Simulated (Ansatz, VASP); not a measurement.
# O in VASP and in Ansatz

```
CELL_PARAMETERS angstrom
0.00000 2.39571 2.39571
2.39571 0.00000 2.39571
2.39571 2.39571 0.00000
ATOMIC_POSITIONS crystal
O 0.71750 0.92750 0.92750
O 0.28250 0.07250 0.07250
```

Change from the starting cell: shortest bond scaled by 0.58, PAW files.

Alike in both runs: task single point; functional PBEsol; k mesh 11 × 11 × 11; occupations fermi-dirac, width 0.05 eV; no spin polarisation.

|  | VASP | Ansatz |
| --- | --- | --- |
| version | VASP 6.6.1 | Ansatz 0.2.0 |
| potentials or method | VASP PAW PBE potentials, release 64 (O) | PAW with Ansatz's default frozen-core files, scalar-relativistic |
| plane-wave cutoff (eV) | 520 | 420 |
| valence electrons in the cell | 12 | 12 |

```tsv
	VASP	Ansatz	Ansatz less VASP
pressure (GPa)	2.7	-0.3	-3.03
traceless stress, the component that is largest in VASP (GPa)	-3.18	0.24	+3.421
rms of the force components (eV/Å)	1.312	0.461	-0.8507
```

VASP's potentials were made for PBE, not for PBEsol. Atom by atom the forces differ by 0.851 eV/Å (rms over components).

Noted on VASP's run: the standard files for N, O and F lose accuracy on very short bonds; spin is off for a triplet molecule.
